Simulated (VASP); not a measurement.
# Zr (Fm-3m) in VASP: further runs

Runs on Zr. Level: PBE. Tasks: single point.

Program: VASP 6.6.1. These are calculated values, not measurements. Logs are shortened: lines on timing, memory, paths and dates and some standing lists are left out, and cuts for length are marked.

### Step 1. The cell of the first run

Symmetry: Fm-3m, No. 225, cubic system. The conventional cell has a = 4.437 Å, b = 4.437 Å, c = 4.437 Å, α = 90.00°, β = 90.00°, γ = 90.00°. Within 4.1 Å of Zr (site symmetry m-3m) lie 12 Zr at 3.14 Å.

This isn't the form of Zr at room conditions, which is hcp.

### Step 2. Single point, PBE

Contents of INCAR:

```
ALGO = Normal
EDIFF = 1E-7
ENCUT = 520
GGA = PE
ISIF = 2
ISMEAR = -1
LASPH = True
LCHARG = True
LELF = True
LREAL = False
LVHAR = True
LWAVE = False
NBANDS = 12
NELM = 60
PREC = Accurate
SIGMA = 0.06122561905347299
```

Contents of KPOINTS:

```
k-points
0
Gamma
  41 41 41
```

Contents of POSCAR:

```
Zr
1.0
    0.0000000000      2.2183423056      2.2183423056
    2.2183423056      0.0000000000      2.2183423056
    2.2183423056      2.2183423056      0.0000000000
Zr
1
Direct
    0.0000000000      0.0000000000      0.0000000000
```

Potentials or basis: VASP PAW PBE potentials, release 64 (Zr_sv).

Command:

```
cat potpaw_PBE.64/Zr_sv/POTCAR > POTCAR
mpirun -np 1 vasp_std > vasp.out
```

OUTCAR:

```text
EDIFF = 1E-7
   ENCUT = 520
   GGA = PE
   ISIF = 2
   ISMEAR = -1
   LASPH = True
   LREAL = False
   NELM = 60
   PREC = Accurate

 ion  position               nearest neighbor table
   1  0.000  0.000  0.000-

  LATTYP: Found a face centered cubic cell.
 ALAT       =     4.4366846112

  Lattice vectors:

 A1 = (   0.0000000000,   2.2183423056,   2.2183423056)
 A2 = (   2.2183423056,   0.0000000000,   2.2183423056)
 A3 = (   2.2183423056,   2.2183423056,   0.0000000000)

Analysis of symmetry for initial positions (statically):
=====================================================================
 Subroutine PRICEL returns:
 Original cell was already a primitive cell.

 Routine SETGRP: Setting up the symmetry group for a
 face centered cubic supercell.

 Subroutine GETGRP returns: Found 48 space group operations
 (whereof 48 operations were pure point group operations)
 out of a pool of 48 trial point group operations.

The static configuration has the point symmetry O_h .

Analysis of symmetry for dynamics (positions and initial velocities):
=====================================================================
 Subroutine PRICEL returns:
 Original cell was already a primitive cell.

 Routine SETGRP: Setting up the symmetry group for a
 face centered cubic supercell.

 Subroutine GETGRP returns: Found 48 space group operations
 (whereof 48 operations were pure point group operations)
 out of a pool of 48 trial point group operations.

The dynamic configuration has the point symmetry O_h .

 Subroutine INISYM returns: Found 48 space group operations
 (whereof 48 operations are pure point group operations),
 and found     1 'primitive' translations

----------------------------------------------------------------------------------------

                                     Primitive cell

  volume of cell :      21.8331

  direct lattice vectors                    reciprocal lattice vectors
     0.000000000  2.218342306  2.218342306    -0.225393529  0.225393529  0.225393529
     2.218342306  0.000000000  2.218342306     0.225393529 -0.225393529  0.225393529
     2.218342306  2.218342306  0.000000000     0.225393529  0.225393529 -0.225393529

  length of vectors
     3.137209775  3.137209775  3.137209775     0.390393043  0.390393043  0.390393043

  position of ions in fractional coordinates (direct lattice)
     0.000000000  0.000000000  0.000000000

  ion indices of the primitive-cell ions
   primitive index   ion index
                 1           1

----------------------------------------------------------------------------------------

 KPOINTS: k-points

Automatic generation of k-mesh.
 Grid dimensions read from file:
 generate k-points for:   41   41   41

 Generating k-lattice:

  Cartesian coordinates                     Fractional coordinates (reciprocal lattice)
    -0.005497403  0.005497403  0.005497403     0.024390244  0.000000000  0.000000000
     0.005497403 -0.005497403  0.005497403     0.000000000  0.024390244  0.000000000
     0.005497403  0.005497403 -0.005497403     0.000000000  0.000000000  0.024390244

  Length of vectors
     0.009521782  0.009521782  0.009521782

  Shift w.r.t. Gamma in fractional coordinates (k-lattice)
     0.000000000  0.000000000  0.000000000

 Subroutine IBZKPT returns following result:
 ===========================================

 Found   1771 irreducible k-points:

 Following reciprocal coordinates:
            Coordinates               Weight
  0.000000  0.000000  0.000000      1.000000
  0.024390  0.000000  0.000000      8.000000
  0.048780  0.000000  0.000000      8.000000
  0.073171  0.000000  0.000000      8.000000
  0.097561  0.000000  0.000000      8.000000
  0.121951  0.000000  0.000000      8.000000
[... 16 lines left out ...]
  0.048780  0.024390  0.000000     24.000000
  0.073171  0.024390  0.000000     24.000000
 [... further k-points ...]
   k-points           NKPTS =   1771   k-points in BZ     NKDIM =   1771   number of bands    NBANDS=     12
   number of dos      NEDOS =    301   number of ions     NIONS =      1
   total plane-waves  NPLWV =  13824
   dimension x,y,z NGX =    24 NGY =   24 NGZ =   24
   dimension x,y,z NGXF=    48 NGYF=   48 NGZF=   48
   ions per type =               1
   NGX,Y,Z   is equivalent  to a cutoff of  12.72, 12.72, 12.72 a.u.
   NGXF,Y,Z  is equivalent  to a cutoff of  25.44, 25.44, 25.44 a.u.
 SYSTEM =  unknown system
   PREC   = accura    normal or accurate (medium, high low for compatibility)
   ISTART =      0    job   : 0-new  1-cont  2-samecut
   ICHARG =      2    charge: 1-file 2-atom 10-const
   ISPIN  =      1    spin polarized calculation?
   LNONCOLLINEAR =      F non collinear calculations
   LSORBIT =      F    spin-orbit coupling
   LASPH  =      T    aspherical Exc in radial PAW
   ENCUT  =  520.0 eV  38.22 Ry    6.18 a.u.   5.83  5.83  5.83*2*pi/ulx,y,z
   NELM   =     60;   NELMIN=  2; NELMDL= -5     # of ELM steps
   EDIFF  = 0.1E-06   stopping-criterion for ELM
   LREAL  =      F    real-space projection
   EDIFFG = 0.1E-05   stopping-criterion for IOM
   NSW    =      0    number of steps for IOM
   IBRION =     -1    ionic relax: 0-MD 1-quasi-New 2-CG
   NFREE  =      0    steps in history (QN), initial steepest desc. (CG)
   ISIF   =      2    stress and relaxation
   ISYM   =      2    0-nonsym 1-usesym 2-fastsym
   POTIM  = 0.5000    time-step for ionic-motion
   TEBEG  =    0.0;   TEEND  =   0.0 temperature during run
   PSTRESS=    0.0 pullay stress
   NELECT =      12.0000    total number of electrons
   NUPDOWN=      -1.0000    fix difference up-down
   EMIN   =  10.00;   EMAX   =-10.00  energy-range for DOS
   EFERMI =   0.00;   METHOD = LEGACY
   ISMEAR =    -1;   SIGMA  =   0.06  broadening in eV -4-tet -1-fermi 0-gaus
   EFERMI_NEDOS =   21; number of points for ismear=-14 and -15
   IALGO  =     38    algorithm
   IMIX   =      4    mixing-type and parameters
     AMIX     =   0.40;   BMIX     =  1.00
     AMIX_MAG =   1.60;   BMIX_MAG =  1.00
  volume/ion in A,a.u.               =      21.83       147.34
  Fermi-wavevector in a.u.,A,eV,Ry     =   1.341004  2.534130 24.467238  1.798291
  Thomas-Fermi vector in A             =   2.469272
   LORBIT       =      0    0 simple, 1 ext, 2 COOP (PROOUT), +10 PAW based schemes
   GGA     = PE    functional components
   LHFCALC =     F    Hartree Fock is set to
   AEXX    =    0.0000 exact exchange contribution
   IVDW    =     0    specifies the selected vdW correction
   LEPSILON=     F    determine dielectric tensor
   LRPA    =     F    only Hartree local field effects (RPA)
 non-spin polarized calculation
  energy-cutoff  :      520.00
  volume of cell :       21.83
 maximum number of plane-waves:       609
   NGX = 11   NGY = 11   NGZ = 11

 number of electron      12.0000000 magnetization

 Free energy of the ion-electron system (eV)
  ---------------------------------------------------
  ext. energy  EPLUGINS =         0.00000000
  ---------------------------------------------------
  free energy    TOTEN  =        -8.46507289 eV

  energy without entropy =       -8.44798363  energy(sigma->0) =       -8.45652826

 E-fermi :   9.6216     XC(G=0): -11.3771

 val. band max:        9.6199781564   @ k =   0.4878   0.2927   0.1220
 cond. band min:       9.6236085727   @ k =  -0.3171   0.3415   0.1220
 fundamental gap:      0.0036304163
 Fermi energy:         9.6216288875

 k-point     1 :       0.0000    0.0000    0.0000
  band No.  band energies     occupation
      1     -38.9688      2.00000
      2     -16.3858      2.00000
      3     -16.3858      2.00000
      4     -16.3858      2.00000
      5       3.9674      2.00000
      6      10.6159      0.00000
      7      10.6159      0.00000
      8      10.6159      0.00000
      9      13.2373      0.00000
     10      13.2373      0.00000
     11      20.2436      0.00000
     12      24.6686      0.00000

 k-point     2 :       0.0244    0.0000    0.0000
  band No.  band energies     occupation
      1     -38.9677      2.00000
      2     -16.3933      2.00000
      3     -16.3867      2.00000
      4     -16.3867      2.00000
      5       3.9884      2.00000
      6      10.5957      0.00000
      7      10.6261      0.00000
      8      10.6261      0.00000
      9      13.2264      0.00000
     10      13.2264      0.00000
     11      20.2899      0.00000
     12      24.5649      0.00000

 k-point     3 :       0.0488    0.0000    0.0000
  band No.  band energies     occupation
      1     -38.9646      2.00000
      2     -16.4154      2.00000
      3     -16.3894      2.00000
      4     -16.3894      2.00000
      5       4.0507      2.00000
      6      10.5368      0.00000
      7      10.6557      0.00000
      8      10.6557      0.00000
      9      13.1949      0.00000
     10      13.1949      0.00000
     11      20.4258      0.00000
     12      24.2909      0.00000

 k-point     4 :       0.0732    0.0000    0.0000
  band No.  band energies     occupation
      1     -38.9595      2.00000
      2     -16.4516      2.00000
      3     -16.3938      2.00000
      4     -16.3938      2.00000
      5       4.1529      2.00000
      6      10.4443      0.00000
      7      10.7027      0.00000
      8      10.7027      0.00000
      9      13.1473      0.00000
     10      13.1473      0.00000
     11      20.6431      0.00000
     12      23.9198      0.00000

 k-point     5 :       0.0976    0.0000    0.0000
  band No.  band energies     occupation
      1     -38.9524      2.00000
      2     -16.5008      2.00000
      3     -16.3997      2.00000
      4     -16.3997      2.00000
      5       4.2926      2.00000
      6      10.3260      0.00002
      7      10.7632      0.00000
      8      10.7632      0.00000
      9      13.0906      0.00000
     10      13.0906      0.00000
     11      20.9267      0.00000
     12      23.5137      0.00000
[... 228 lines left out ...]
      1     -38.7857      2.00000
      2     -17.5615      2.00000
      3     -16.5361      2.00000
      4     -16.5361      2.00000
      5       6.5213      2.00000
      6      10.4164      0.00000
      7      10.4164      0.00000
      8      10.9654      0.00000
      9      15.1737      0.00000
     10      15.1737      0.00000
     11      19.8791      0.00000
     12      20.1495      0.00000

 k-point    22 :       0.0244    0.0244    0.0000
  band No.  band energies     occupation
      1     -38.9674      2.00000
      2     -16.3931      2.00000
      3     -16.3883      2.00000
      4     -16.3883      2.00000
      5       3.9954      2.00000
      6      10.5829      0.00000
      7      10.6325      0.00000
      8      10.6325      0.00000
      9      13.1986      0.00000
     10      13.2467      0.00000
     11      20.3053      0.00000
     12      24.5960      0.00000

 k-point    23 :       0.0488    0.0244    0.0000
  band No.  band energies     occupation
      1     -38.9649      2.00000
      2     -16.4096      2.00000
      3     -16.3917      2.00000
      4     -16.3898      2.00000
      5       4.0438      2.00000
      6      10.5339      0.00000
      7      10.6561      0.00000
      8      10.6587      0.00000
      9      13.1501      0.00000
     10      13.2455      0.00000
     11      20.4115      0.00000
     12      24.3926      0.00000

 k-point    24 :       0.0732    0.0244    0.0000
  band No.  band energies     occupation
      1     -38.9605      2.00000
      2     -16.4411      2.00000
      3     -16.3967      2.00000
      4     -16.3924      2.00000
      5       4.1327      2.00000
      6      10.4523      0.00000
      7      10.6957      0.00000
      8      10.7027      0.00000
      9      13.0845      0.00000
     10      13.2259      0.00000
     11      20.6022      0.00000
     12      24.0536      0.00000

 [... further k-points ...]

------------------------ aborting loop because EDIFF is reached ----------------------------------------

  FORCE on cell =-STRESS in cart. coord.  units (eV):
  Direction    XX          YY          ZZ          XY          YZ          ZX
  --------------------------------------------------------------------------------------
  -------------------------------------------------------------------------------------
  Total        0.8304991      0.8304991      0.8304991     -0.0000000      0.0000000      0.0000000
  in kB       60.9444350     60.9444350     60.9444350     -0.0000000      0.0000000      0.0000000
  external PRESSURE =      60.9444350 kB  Pullay stress =       0.0000000 kB

 VOLUME and BASIS-vectors are now :
 -----------------------------------------------------------------------------
  energy-cutoff  :      520.00
  volume of cell :       21.83
      direct lattice vectors                 reciprocal lattice vectors
     0.000000000  2.218342306  2.218342306    -0.225393529  0.225393529  0.225393529
     2.218342306  0.000000000  2.218342306     0.225393529 -0.225393529  0.225393529
     2.218342306  2.218342306  0.000000000     0.225393529  0.225393529 -0.225393529

 POSITION                                       TOTAL-FORCE (eV/Angst)
 -----------------------------------------------------------------------------------
      0.00000      0.00000      0.00000         0.000000     -0.000000     -0.000000
 -----------------------------------------------------------------------------------
    total drift:                                0.000000      0.000000     -0.000000

  FREE ENERGIE OF THE ION-ELECTRON SYSTEM (eV)
  ---------------------------------------------------
  free  energy   TOTEN  =        -8.4650728861 eV

  energy  without entropy=       -8.4479836273  energy(sigma->0) =       -8.45652826
```

Run time: 2.2 min. Hardware: 1 thread of Intel Xeon 6975P-C (Granite Rapids), shared host; peak memory 0.52 GiB.

Results:

- Free energy: -8.4651 eV
- Pressure: 6.1 GPa
- Band gap on the k mesh: zero (bands 6 and 7 overlap by 1.69 eV)

Levels at points of the mesh, in eV from the Fermi level:
```
           k point  band 3  band 4  band 5  band 6  band 7  band 8  band 9  band 10
(0.00, 0.00, 0.00)  -26.01  -26.01   -5.65    0.99    0.99    0.99    3.62     3.62
```

Caveat: the cell stands under pressure.

(Part 1 of 2 ends here.)
